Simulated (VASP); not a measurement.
Here is a VASP 6.6.1 calculation.

File INCAR:

```
SYSTEM = Al9N
PREC = Accurate
ENCUT = 520
EDIFF = 1E-6
ISMEAR = 0
SIGMA = 0.1
LREAL = .FALSE.
LASPH = .TRUE.
NELM = 60
ALGO = Normal
ISIF = 2
LWAVE = .FALSE.
LCHARG = .FALSE.
LDIPOL = .TRUE.
IDIPOL = 3
DIPOL = 0.5 0.5 0.337
GGA = PS
NBANDS = 27
```

The input KPOINTS:

```
Automatic mesh
0
G
  9 3 1
  0 0 0
```

The input POSCAR:

```
Al9N
1.0
    2.8360890836      0.0000000000      0.0000000000
   -1.4180445418      9.6401013232      0.0000000000
    0.0000000000      0.0000000000     20.2523775136
Al N
9 1
Direct
    0.5324569575      0.0649139150      0.1975076752
    0.6709806898      0.3419613796      0.2463716781
    0.2986854362      0.5973708725      0.2561444786
    0.9263901827      0.8527803654      0.2659172793
    0.0640247854      0.1277465523      0.3150759955
    0.2000840310      0.4041004175      0.3702277332
    0.8287416372      0.6594765630      0.3778305230
    0.4529560437      0.9112537656      0.3867831574
    0.5925587481      0.1816395522      0.4321654338
    0.5925587481      0.1816395522      0.5197618548
```

Potentials or basis: VASP PAW PBE potentials, release 64 (Al, N).

Run with:

```bash
$ cat potpaw_PBE.64/Al/POTCAR potpaw_PBE.64/N/POTCAR > POTCAR
$ mpirun -np 1 vasp_std > vasp.out
```

What does it give for the band gap on the k mesh?

Zero (bands 16 and 17 overlap by 0.38 eV).

What does it give for the largest force?

0.313 eV/Å.

Forces in eV/Å, atoms in the order of the input:
```
Al   0.007  0.147  0.047
Al   0.014  0.139  0.001
Al  -0.008 -0.065  0.001
Al  -0.009 -0.210 -0.152
Al  -0.010  0.044  0.144
Al   0.006  0.171 -0.064
Al  -0.003 -0.069  0.073
Al   0.008 -0.246  0.043
Al   0.001  0.282 -0.136
N   -0.006 -0.191  0.044
```

Caveat: the PAW data sets were made with another functional, which shifts forces and pressure a little.
